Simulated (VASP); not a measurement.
# In2Ge (P-3m1) in VASP: a series of runs

In2Ge is run at these levels: PBE; tasks: relaxation of cell and atoms, single point.

Program: VASP 6.6.1. These are calculated values, not measurements. Logs are shortened: lines on timing, memory, paths and dates and some standing lists are left out, and cuts for length are marked.

## (1) The cell of the first run

The structure is trigonal, space group P-3m1 (No. 164). The conventional cell has a = 3.219 Å, b = 3.219 Å, c = 7.884 Å, α = 90.00°, β = 90.00°, γ = 120.00°. In (site symmetry 3m) has 3 Ge at 3.22 Å and 9 In at 3.22 Å within 4.2 Å. Within 4.2 Å of Ge (site symmetry -3m) lie 6 In at 3.22 Å and 6 Ge at 3.22 Å.

## (2) Relaxation of cell and atoms, PBE

INCAR

```
SYSTEM = In2Ge
ALGO = Normal
EDIFF = 1E-6
EDIFFG = -0.04
ENCUT = 600
GGA = PE
IBRION = 2
ISIF = 3
ISMEAR = 0
LASPH = .True.
LCHARG = .False.
LREAL = .False.
LWAVE = .False.
NELM = 100
NSW = 90
PREC = Accurate
SIGMA = 0.1
```

KPOINTS

```
k-points
0
Gamma
  6 6 2
  0 0 0
```

POSCAR

```
In2Ge
1.0
    3.2186027600      0.0000000000      0.0000000000
   -1.6093013800      2.7873917500      0.0000000000
    0.0000000000      0.0000000000      7.8839344400
In Ge
2 1
Direct
    0.3333333300      0.6666666700      0.6666666700
    0.6666666700      0.3333333300      0.3333333300
    0.0000000000      0.0000000000      0.0000000000
```

Potentials or basis: VASP PAW PBE potentials, release 64 (In_d, Ge_d).

Launch:

```bash
> cat potpaw_PBE.64/In_d/POTCAR potpaw_PBE.64/Ge_d/POTCAR > POTCAR
> mpirun -np 1 vasp_std > vasp.out
```

OUTCAR:

```text
SYSTEM = In2Ge
   EDIFF = 1E-6
   EDIFFG = -0.04
   ENCUT = 600
   GGA = PE
   IBRION = 2
   ISIF = 3
   ISMEAR = 0
   LASPH = .True.
   LREAL = .False.
   NELM = 100
   NSW = 90
   PREC = Accurate

 ion  position               nearest neighbor table
   1  0.333  0.667  0.667-   3 3.22   3 3.22   3 3.22   2 3.22   2 3.22   2 3.22
   2  0.667  0.333  0.333-   3 3.22   3 3.22   3 3.22   1 3.22   1 3.22   1 3.22
   3  0.000  0.000  0.000-   1 3.22   2 3.22   1 3.22   2 3.22   2 3.22   1 3.22

  LATTYP: Found a hexagonal cell.
 ALAT       =     3.2186027600
 C/A-ratio  =     2.4494897407

  Lattice vectors:

 A1 = (   3.2186027600,   0.0000000000,   0.0000000000)
 A2 = (  -1.6093013800,   2.7873917500,   0.0000000000)
 A3 = (   0.0000000000,   0.0000000000,   7.8839344400)

Analysis of symmetry for initial positions (statically):
=====================================================================
 Subroutine PRICEL returns:
 Original cell was already a primitive cell.

 Routine SETGRP: Setting up the symmetry group for a
 hexagonal supercell.

 Subroutine GETGRP returns: Found 12 space group operations
 (whereof 12 operations were pure point group operations)
 out of a pool of 24 trial point group operations.

The static configuration has the point symmetry D_3d.

Analysis of symmetry for dynamics (positions and initial velocities):
=====================================================================
 Subroutine PRICEL returns:
 Original cell was already a primitive cell.

 Routine SETGRP: Setting up the symmetry group for a
 hexagonal supercell.

 Subroutine GETGRP returns: Found 12 space group operations
 (whereof 12 operations were pure point group operations)
 out of a pool of 24 trial point group operations.

The dynamic configuration has the point symmetry D_3d.

 Subroutine INISYM returns: Found 12 space group operations
 (whereof 12 operations are pure point group operations),
 and found     1 'primitive' translations

----------------------------------------------------------------------------------------

                                     Primitive cell

  volume of cell :      70.7308

  direct lattice vectors                    reciprocal lattice vectors
     3.218602760  0.000000000  0.000000000     0.310693824  0.179379163  0.000000000
    -1.609301380  2.787391750  0.000000000     0.000000000  0.358758327  0.000000000
     0.000000000  0.000000000  7.883934440     0.000000000  0.000000000  0.126840223

  length of vectors
     3.218602760  3.218602756  7.883934440     0.358758326  0.358758327  0.126840223

  position of ions in fractional coordinates (direct lattice)
     0.333333330  0.666666670  0.666666670
     0.666666670  0.333333330  0.333333330
     0.000000000  0.000000000  0.000000000

  ion indices of the primitive-cell ions
   primitive index   ion index
                 1           1
                 2           2
                 3           3

----------------------------------------------------------------------------------------

 KPOINTS: k-points

Automatic generation of k-mesh.
 Grid dimensions read from file:
 generate k-points for:    6    6    2

 Generating k-lattice:

  Cartesian coordinates                     Fractional coordinates (reciprocal lattice)
     0.051782304  0.029896527  0.000000000     0.166666667  0.000000000  0.000000000
     0.000000000  0.059793054  0.000000000     0.000000000  0.166666667  0.000000000
     0.000000000  0.000000000  0.063420111     0.000000000  0.000000000  0.500000000

  Length of vectors
     0.059793054  0.059793054  0.063420111

  Shift w.r.t. Gamma in fractional coordinates (k-lattice)
     0.000000000  0.000000000  0.000000000

 Subroutine IBZKPT returns following result:
 ===========================================

 Found     14 irreducible k-points:

 Following reciprocal coordinates:
            Coordinates               Weight
  0.000000  0.000000  0.000000      1.000000
  0.166667  0.000000  0.000000      6.000000
  0.333333  0.000000  0.000000      6.000000
  0.500000  0.000000  0.000000      3.000000
  0.166667  0.166667  0.000000      6.000000
  0.333333  0.166667  0.000000     12.000000
  0.333333  0.333333  0.000000      2.000000
  0.000000  0.000000  0.500000      1.000000
  0.166667  0.000000  0.500000      6.000000
  0.333333  0.000000  0.500000      6.000000
  0.500000  0.000000  0.500000      3.000000
  0.166667  0.166667  0.500000      6.000000
  0.333333  0.166667  0.500000     12.000000
  0.333333  0.333333  0.500000      2.000000
   k-points           NKPTS =     14   k-points in BZ     NKDIM =     14   number of bands    NBANDS=     24
   number of dos      NEDOS =    301   number of ions     NIONS =      3
   total plane-waves  NPLWV =  50176
   dimension x,y,z NGX =    28 NGY =   28 NGZ =   64
   dimension x,y,z NGXF=    56 NGYF=   56 NGZF=  128
   ions per type =               2   1
   NGX,Y,Z   is equivalent  to a cutoff of  14.46, 14.46, 13.50 a.u.
   NGXF,Y,Z  is equivalent  to a cutoff of  28.92, 28.92, 26.99 a.u.
 SYSTEM =  In2Ge
   PREC   = accura    normal or accurate (medium, high low for compatibility)
   ISTART =      0    job   : 0-new  1-cont  2-samecut
   ICHARG =      2    charge: 1-file 2-atom 10-const
   ISPIN  =      1    spin polarized calculation?
   LNONCOLLINEAR =      F non collinear calculations
   LSORBIT =      F    spin-orbit coupling
   LASPH  =      T    aspherical Exc in radial PAW
   ENCUT  =  600.0 eV  44.10 Ry    6.64 a.u.   6.43  6.43 15.75*2*pi/ulx,y,z
   NELM   =    100;   NELMIN=  2; NELMDL= -5     # of ELM steps
   EDIFF  = 0.1E-05   stopping-criterion for ELM
   LREAL  =      F    real-space projection
   EDIFFG = -.4E-01   stopping-criterion for IOM
   NSW    =     90    number of steps for IOM
   IBRION =      2    ionic relax: 0-MD 1-quasi-New 2-CG
   NFREE  =      1    steps in history (QN), initial steepest desc. (CG)
   ISIF   =      3    stress and relaxation
   ISYM   =      2    0-nonsym 1-usesym 2-fastsym
   POTIM  = 0.5000    time-step for ionic-motion
   TEBEG  =    0.0;   TEEND  =   0.0 temperature during run
   PSTRESS=    0.0 pullay stress
   NELECT =      40.0000    total number of electrons
   NUPDOWN=      -1.0000    fix difference up-down
   EMIN   =  10.00;   EMAX   =-10.00  energy-range for DOS
   EFERMI =   0.00;   METHOD = LEGACY
   ISMEAR =     0;   SIGMA  =   0.10  broadening in eV -4-tet -1-fermi 0-gaus
   EFERMI_NEDOS =   21; number of points for ismear=-14 and -15
   IALGO  =     38    algorithm
   IMIX   =      4    mixing-type and parameters
     AMIX     =   0.40;   BMIX     =  1.00
     AMIX_MAG =   1.60;   BMIX_MAG =  1.00
  volume/ion in A,a.u.               =      23.58       159.10
  Fermi-wavevector in a.u.,A,eV,Ry     =   1.353813  2.558336 24.936891  1.832810
  Thomas-Fermi vector in A             =   2.481037
   LORBIT       =      0    0 simple, 1 ext, 2 COOP (PROOUT), +10 PAW based schemes
   GGA     = PE    functional components
   LHFCALC =     F    Hartree Fock is set to
   AEXX    =    0.0000 exact exchange contribution
   IVDW    =     0    specifies the selected vdW correction
   LEPSILON=     F    determine dielectric tensor
   LRPA    =     F    only Hartree local field effects (RPA)
 conjugate gradient relaxation of ions
 non-spin polarized calculation
 Gauss-broadening in eV      SIGMA  =   0.10
  energy-cutoff  :      600.00
  volume of cell :       70.73
 maximum number of plane-waves:      2382
 NGX is ok and might be reduce to    28
   NGX = 13   NGY = 13   NGZ = 31

--------------------------------------- Ionic step        1  -------------------------------------------

 number of electron      40.0000000 magnetization

 Free energy of the ion-electron system (eV)
  ---------------------------------------------------
  ext. energy  EPLUGINS =         0.00000000
  ---------------------------------------------------
  free energy    TOTEN  =        -8.91111890 eV

  energy without entropy =       -8.90337506  energy(sigma->0) =       -8.90724698

------------------------ aborting loop because EDIFF is reached ----------------------------------------

  FORCE on cell =-STRESS in cart. coord.  units (eV):
  Direction    XX          YY          ZZ          XY          YZ          ZX
  --------------------------------------------------------------------------------------
  -------------------------------------------------------------------------------------
  Total        1.6245180      1.6245180     -0.0236012      0.0000000      0.0000000      0.0000000
  in kB       36.7982124     36.7982122     -0.5346095      0.0000000      0.0000000      0.0000000
  external PRESSURE =      24.3539383 kB  Pullay stress =       0.0000000 kB

 VOLUME and BASIS-vectors are now :
 -----------------------------------------------------------------------------
  energy-cutoff  :      600.00
  volume of cell :       70.73
      direct lattice vectors                 reciprocal lattice vectors
     3.218602760  0.000000000  0.000000000     0.310693824  0.179379163  0.000000000
    -1.609301380  2.787391750  0.000000000     0.000000000  0.358758327  0.000000000
     0.000000000  0.000000000  7.883934440     0.000000000  0.000000000  0.126840223

 POSITION                                       TOTAL-FORCE (eV/Angst)
 -----------------------------------------------------------------------------------
     -0.00000      1.85826      5.25596        -0.000000      0.000000      0.532072
      1.60930      0.92913      2.62798         0.000000     -0.000000     -0.532072
      0.00000      0.00000      0.00000         0.000000      0.000000      0.000000
 -----------------------------------------------------------------------------------
    total drift:                                0.000000      0.000000      0.000000

  FREE ENERGIE OF THE ION-ELECTRON SYSTEM (eV)
  ---------------------------------------------------
  free  energy   TOTEN  =        -8.9111189033 eV
[... 239 lines left out ...]
 VOLUME and BASIS-vectors are now :
 -----------------------------------------------------------------------------
  energy-cutoff  :      600.00
  volume of cell :       75.78
      direct lattice vectors                 reciprocal lattice vectors
     3.460158057  0.000000000  0.000000000     0.289004139  0.166856618  0.000000000
    -1.730079029  2.996584773 -0.000000000     0.000000000  0.333713236  0.000000000
    -0.000000000 -0.000000000  7.308766609     0.000000000  0.000000000  0.136821991

 POSITION                                       TOTAL-FORCE (eV/Angst)
 -----------------------------------------------------------------------------------
     -0.00000      1.99772      4.99476         0.000000      0.000000     -0.008132
      1.73008      0.99886      2.31400        -0.000000     -0.000000      0.008132
      0.00000      0.00000      0.00000         0.000000     -0.000000      0.000000
 -----------------------------------------------------------------------------------
    total drift:                                0.000000      0.000000     -0.000000

  FREE ENERGIE OF THE ION-ELECTRON SYSTEM (eV)
  ---------------------------------------------------
  free  energy   TOTEN  =        -9.1109711043 eV

  energy  without entropy=       -9.1002147705  energy(sigma->0) =       -9.10559294

--------------------------------------- Ionic step        9  -------------------------------------------

 number of electron      39.9999998 magnetization

 Free energy of the ion-electron system (eV)
  ---------------------------------------------------
  ext. energy  EPLUGINS =         0.00000000
  ---------------------------------------------------
  free energy    TOTEN  =        -9.11204845 eV

  energy without entropy =       -9.10027509  energy(sigma->0) =       -9.10616177

 E-fermi :   6.7833     XC(G=0): -10.2778

 val. band max:        6.7318245929   @ k =   0.3333   0.1667   0.5000
 cond. band min:       6.8240903245   @ k =   0.3333   0.0000   0.5000
 fundamental gap:      0.0922657316
 Fermi energy:         6.7833293633

 k-point     1 :       0.0000    0.0000    0.0000
  band No.  band energies     occupation
      1     -18.0120      2.00000
      2     -18.0120      2.00000
      3     -18.0010      2.00000
      4     -17.9939      2.00000
      5     -17.9939      2.00000
      6      -7.8708      2.00000
[... 16 lines left out ...]
     23      14.1513      0.00000
     24      14.1513      0.00000

 k-point     2 :       0.1667    0.0000    0.0000
  band No.  band energies     occupation
      1     -18.0130      2.00000
      2     -18.0065      2.00000
      3     -17.9977      2.00000
      4     -17.9966      2.00000
      5     -17.9944      2.00000
      6      -7.8950      2.00000
[... 353 lines left out ...]
 VOLUME and BASIS-vectors are now :
 -----------------------------------------------------------------------------
  energy-cutoff  :      600.00
  volume of cell :       75.05
      direct lattice vectors                 reciprocal lattice vectors
     3.444001844  0.000000000  0.000000000     0.290359891  0.167639362  0.000000000
    -1.722000922  2.982593082 -0.000000000    -0.000000000  0.335278723  0.000000000
    -0.000000000 -0.000000000  7.306223960    -0.000000000  0.000000000  0.136869607

 POSITION                                       TOTAL-FORCE (eV/Angst)
 -----------------------------------------------------------------------------------
     -0.00000      1.98840      4.99069         0.000000      0.000000     -0.004376
      1.72200      0.99420      2.31554        -0.000000     -0.000000      0.004376
     -1.72200      2.98259      7.30622        -0.000000     -0.000000      0.000000
 -----------------------------------------------------------------------------------
    total drift:                                0.000000      0.000000      0.000000

  FREE ENERGIE OF THE ION-ELECTRON SYSTEM (eV)
  ---------------------------------------------------
  free  energy   TOTEN  =        -9.1120484474 eV

  energy  without entropy=       -9.1002750861  energy(sigma->0) =       -9.10616177

 reached required accuracy - stopping structural energy minimisation
```

Run time: 3.8 min. Hardware: 1 thread of Intel Xeon 8259CL, shared host; peak memory 0.24 GiB.

What came out:

```
Free energy                           : -9.1120 eV
Relaxed volume                        : 25.02 Å³/atom
Relaxed cell                          : a = 3.444 Å, b = 3.444 Å, c = 7.306 Å, α = 90.00°, β = 90.00°, γ = 120.00°
Space group after relaxing (to 0.1 Å) : P-3m1 (No. 164)
Energy gained by relaxing             : 67.0 meV/atom
Ionic steps                           : 9
Pressure after relaxing               : 0.0 GPa
Largest force after relaxing          : 0.004 eV/Å
```

Forces in eV/Å, atoms in the order of the input:
```
In   0.000  0.000 -0.004
In   0.000  0.000  0.004
Ge   0.000  0.000  0.000
```

Step by step:
```tsv
step	energy change (eV)	largest force (eV/Å)	pressure (GPa)	volume (Å³)
1	0.0000	0.5321	2.44	70.73
2	-0.0750	0.4545	-0.25	74.45
3	-0.0943	0.4123	-1.77	77.28
4	-0.1576	0.3098	-1.25	76.73
5	-0.1980	0.0688	-0.56	75.99
6	-0.1986	0.0537	-0.20	75.65
7	-0.1999	0.0055	-0.42	75.82
8	-0.1999	0.0081	-0.36	75.78
9	-0.2009	0.0044	0.02	75.05
```

Final structure:
```
CELL_PARAMETERS angstrom
3.44400 0.00000 0.00000
-1.72200 2.98259 0.00000
0.00000 0.00000 7.30622
ATOMIC_POSITIONS crystal
In 0.33333 0.66667 0.68307
In 0.66667 0.33333 0.31693
Ge 0.00000 0.00000 0.00000
```

Caveat: the k points lie up to 0.43 Å⁻¹ apart in the final cell; the highest band is partly filled, so the run has too few bands; spin-orbit coupling is left out, which moves the levels of the heavy elements.

(Part 1 of 2 ends here.)
